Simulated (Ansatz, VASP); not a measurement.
## Ti: VASP beside Ansatz

Contents of INCAR:

```
  PREC = Accurate
  ENCUT = 520
  EDIFF = 1E-6
  ISMEAR = -1
  SIGMA = 0.05
  LREAL = False
  LASPH = True
  NELM = 100
  ALGO = Fast
  ISIF = 2
  LWAVE = False
  LCHARG = False
  NBANDS = 12
```

KPOINTS

```
regular mesh
0
Gamma
  11 11 11
```

File POSCAR:

```
Ti
1.0
   -1.6410000000      1.6410000000      1.6410000000
    1.6410000000     -1.6410000000      1.6410000000
    1.6410000000      1.6410000000     -1.6410000000
Ti
1
Direct
    0.0000000000      0.0000000000      0.0000000000
```

File input.yaml:

```yaml
crystal:
  lattice:
    - [-1.641, 1.641, 1.641]
    - [1.641, -1.641, 1.641]
    - [1.641, 1.641, -1.641]
  atoms:
    - { symbol: Ti, position: [0.0, 0.0, 0.0] }
kpoints:
  mp_grid: { grid: [11, 11, 11] }
  band_path:
    path:
      - [0.0, 0.0, 0.0]
      - [0.5, -0.5, 0.5]
      - [0.0, 0.0, 0.5]
      - [0.0, 0.0, 0.0]
      - [0.25, 0.25, 0.25]
      - [0.5, -0.5, 0.5]
    npoints: 10
scf:
  occupations: { method: fermi_dirac, width: 0.05 }
hamiltonian:
  xc: lda
  pseudopotentials: { kind: all_electron, lapw: { basis_error: 0.001 } }
output:
  forces: true
  stress: true
  eigenvalues: true
```

Alike in both runs: functional LDA; k mesh 11 × 11 × 11; occupations fermi-dirac, width 0.05 eV; no spin polarisation.

|  | VASP | Ansatz |
| --- | --- | --- |
| version | VASP 6.6.1 | Ansatz 0.2.0 |
| potentials or method | VASP PAW LDA potentials, release 64 (Ti_sv), cutoff 520 eV | all-electron LAPW, scalar-relativistic |
| task | single point | band structure |

Ansatz gave:

| Item | Value |
| --- | --- |
| gap on the k mesh at the Fermi level (eV) | none |
| pressure (GPa) | -10.9 |

**Question.** Estimate VASP's values.

**Answer.** gap on the k mesh at the Fermi level (eV): none; pressure (GPa): -11.0.

LDA's correlation is that of Perdew and Zunger in VASP and of Perdew and Wang (1992) in Ansatz. A gap of «none» marks a metal or a gap that the smearing closes. Ansatz ran all-electron here, and VASP with PAW potentials.
